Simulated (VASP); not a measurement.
Crystal: Hf3GeW.

```
Hf Ge W
1.0
     4.36916    0.00000    0.00000
    -2.18458    3.78380    0.00000
     0.00000    0.00000    5.24387
Hf Ge W
3 1 1
Direct
  0.66667 0.33333 0.24892
  0.66667 0.33333 0.75108
  0.00000 0.00000 0.00000
  0.00000 0.00000 0.50000
  0.33333 0.66667 0.00000
```

The cell was built from a structure type or drawn by symmetry, and may not be a known phase.

| Item | Value |
| --- | --- |
| Program | VASP 6.6.1 |
| Task | relaxation of cell and atoms |
| Functional | PBE |
| Potentials or basis | VASP PAW PBE potentials, release 64 (Hf_pv, Ge_d, W_sv) |
| Cutoff | 600 eV |
| k mesh | 6 × 6 × 4 |
| Occupations | gaussian, width 0.1 eV |
| Spin | no spin polarisation |

At the start: pressure 42.6 GPa; volume 17.34 Å³/atom.

**Question.** How do energy, volume and symmetry change on relaxing?

**Answer.** Over 16 steps the energy falls by 664.6 meV/atom and the volume is 22.13 Å³/atom (+27.6 %); space group P-6m2 (No. 187, to 0.1 Å) before and after.

Step by step:
| step | energy change (eV) | largest force (eV/Å) | pressure (GPa) | volume (Å³) |
| --- | --- | --- | --- | --- |
| 1 | 0.0000 | 1.7427 | 42.63 | 86.69 |
| 2 | 1.0783 | 1.6199 | -19.24 | 158.16 |
| 3 | -2.7414 | 1.1650 | -2.59 | 113.05 |
| 4 | -2.7547 | 1.0886 | -1.24 | 111.52 |
| 5 | -2.7560 | 1.0588 | -0.70 | 110.94 |
| 6 | -3.0980 | 0.4595 | -0.64 | 111.87 |
| 7 | -3.1298 | 1.2296 | 0.03 | 112.24 |
| 8 | -3.1347 | 1.0549 | -0.19 | 112.17 |
| 9 | -3.2366 | 0.7852 | -0.43 | 111.98 |
| 10 | -3.2803 | 0.2026 | -0.33 | 111.04 |
| 11 | -3.3154 | 0.2819 | -0.57 | 111.55 |
| 12 | -3.3167 | 0.2140 | -0.57 | 111.49 |
| 13 | -3.3213 | 0.0370 | 0.80 | 109.85 |
| 14 | -3.3223 | 0.0935 | 0.38 | 110.34 |
| 15 | -3.3221 | 0.0965 | -0.38 | 110.96 |
| 16 | -3.3232 | 0.0055 | 0.00 | 110.63 |

Final structure:
```
Hf Ge W
1.0
     4.39950    0.00000    0.00000
    -2.19975    3.81008    0.00000
     0.00000    0.00000    6.59986
Hf Ge W
3 1 1
Direct
  0.66667 0.33333 0.26505
  0.66667 0.33333 0.73495
  0.00000 0.00000 0.00000
  0.00000 0.00000 0.50000
  0.33333 0.66667 0.00000
```

Caveat: the volume moved by over 15 % at a fixed basis, so the end points are rough.
